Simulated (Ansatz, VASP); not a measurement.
## One calculation of WC, two programs

File INCAR:

```
SYSTEM = WC
ALGO = Normal
EDIFF = 1E-6
ENCUT = 520
GGA = PS
ISIF = 2
ISMEAR = 1
LASPH = .TRUE.
LCHARG = .TRUE.
LELF = .TRUE.
LREAL = .FALSE.
LVHAR = .TRUE.
LWAVE = .FALSE.
NBANDS = 16
NELM = 80
PREC = Accurate
SIGMA = 0.05
```

Contents of KPOINTS:

```
k-points
0
G
  11 11 11
  0 0 0
```

The input POSCAR:

```
WC
1.0
    0.0000000000      2.1926800000      2.1926800000
    2.1926800000      0.0000000000      2.1926800000
    2.1926800000      2.1926800000      0.0000000000
W C
1 1
Direct
    0.0000000000      0.0000000000      0.0000000000
    0.5000000000      0.5000000000      0.5000000000
```

Input for Ansatz:

```yaml
crystal:
  lattice:
    - [0.0, 2.19268, 2.19268]
    - [2.19268, 0.0, 2.19268]
    - [2.19268, 2.19268, 0.0]
  atoms:
    - { symbol: W, position: [0.0, 0.0, 0.0] }
    - { symbol: C, position: [0.5, 0.5, 0.5] }
basis:
  ecutwfc: 500.0
kpoints:
  mp_grid:
    grid: [11, 11, 11]
hamiltonian:
  xc: pbesol
  pseudopotentials:
    kind: paw
scf:
  occupations:
    method: cold
    width: 0.05
output:
  stress: true
```

Alike in both runs: task single point; functional PBEsol; k mesh 11 × 11 × 11; no spin polarisation.

|  | VASP | Ansatz |
| --- | --- | --- |
| version | VASP 6.6.1 | Ansatz 0.2.0 |
| potentials or method | VASP PAW PBE potentials, release 64 (W_sv, C), cutoff 520 eV | plane waves, PAW |
| occupations | methfessel-paxton of order 1, width 0.05 eV | cold, width 0.05 eV |
| valence electrons in the cell | 18 | 18 |

```csv
,VASP,Ansatz,Ansatz less VASP
pressure (GPa),-9.0,-10.0,-1.03
```

VASP's potentials were made for PBE, not for PBEsol.

Neither program's run includes spin-orbit coupling.
